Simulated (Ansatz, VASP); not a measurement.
One calculation of In, two programs

File INCAR:

```
SYSTEM = In
  PREC = Accurate
  ENCUT = 520
  EDIFF = 1E-6
  ISMEAR = -1
  SIGMA = 0.03
  LREAL = .FALSE.
  LASPH = .TRUE.
  NELM = 100
  ALGO = Normal
  ISIF = 2
  LWAVE = .FALSE.
  LCHARG = .FALSE.
  NBANDS = 12
```

Contents of KPOINTS:

```
Automatic mesh
0
G
  12 12 14
  0 0 0
```

The input POSCAR:

```
In
1.0
   -1.6019898026      1.6281983263      2.4755659685
    1.6281983263     -1.6019898026      2.4755659685
    1.5260503434      1.5260503434     -2.4583443292
In
1
Direct
    0.0000000000      0.0000000000      0.0000000000
```

Input for Ansatz:

```yaml
crystal:
  lattice:
    - [-1.6019898026, 1.6281983263, 2.4755659685]
    - [1.6281983263, -1.6019898026, 2.4755659685]
    - [1.5260503434, 1.5260503434, -2.4583443292]
  atoms:
    - { symbol: In, position: [0.0, 0.0, 0.0] }
hamiltonian:
  xc: lda
  pseudopotentials:
    kind: paw
    azcp:
      In: "pseudopotentials/In.paw.azcp"
basis:
  ecutwfc: 420
  fft_grid_basis: typed
kpoints:
  mp_grid: { grid: [12, 12, 14], shift: [0, 0, 0] }
magnetization:
  spin_polarized: false
scf:
  occupations: { method: fermi_dirac, width: 0.03 }
  lower_state_search: "off"
output:
  stress: true
```

Alike in both runs: task single point; functional LDA; k mesh 12 × 12 × 14; occupations fermi-dirac, width 0.03 eV; no spin polarisation.

```csv
,VASP,Ansatz
version,VASP 6.6.1,Ansatz 0.2.0
potentials or method,"VASP PAW LDA potentials, release 64 (In_d), cutoff 520 eV","plane waves (420 eV) with PAW, scalar-relativistic"
valence electrons in the cell,13,13
```

|  | VASP | Ansatz | Ansatz less VASP |
| --- | --- | --- | --- |
| pressure (GPa) | 0.0 | 0.0 | -0.04 |
| traceless stress, the component that is largest in VASP (GPa) | 0.16 | 0.16 | -0.003 |

Ansatz warns that its potentials were made for another functional, while VASP's fit it. LDA's correlation is that of Perdew and Zunger in VASP and of Perdew and Wang (1992) in Ansatz.
